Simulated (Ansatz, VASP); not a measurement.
**BAs in VASP and in Ansatz**

```
CELL_PARAMETERS angstrom
0.00000 2.48404 2.57958
2.48404 0.00000 2.57958
2.48404 2.48404 0.00000
ATOMIC_POSITIONS crystal
B 0.00000 0.00000 0.00000
As 0.75000 0.75000 0.75000
```

Change from the starting cell: strain +0.040 along x and y, +0.080 along z, atoms carried along.

Alike in both runs: task single point; functional PBE; k mesh 10 × 10 × 10; occupations gaussian, width 0.05 eV; no spin polarisation.

```csv
,VASP,Ansatz
version,VASP 6.6.1,Ansatz 0.2.0
potentials or method,"VASP PAW PBE potentials, release 64 (B, As), cutoff 520 eV","scalar-relativistic, plane waves, PAW"
valence electrons in the cell,8,18
```

VASP gave:

* gap on the k mesh at the Fermi level (eV): 1.07
* least direct gap on the mesh (eV): 2.68
* pressure (GPa): -13.1
* traceless stress, the component that is largest in VASP (GPa): -4.65

**Question.** Estimate Ansatz's values.

**Answer.** gap on the k mesh at the Fermi level (eV): 1.07; least direct gap on the mesh (eV): 2.67; pressure (GPa): -13.4; traceless stress, the component that is largest in VASP (GPa): -4.66.

The functional is the same, so the differences come from potentials, cutoffs and numerics. VASP's potentials hold 8 valence electrons a cell and Ansatz's 18, so a difference there can come from the potentials and not from the codes.
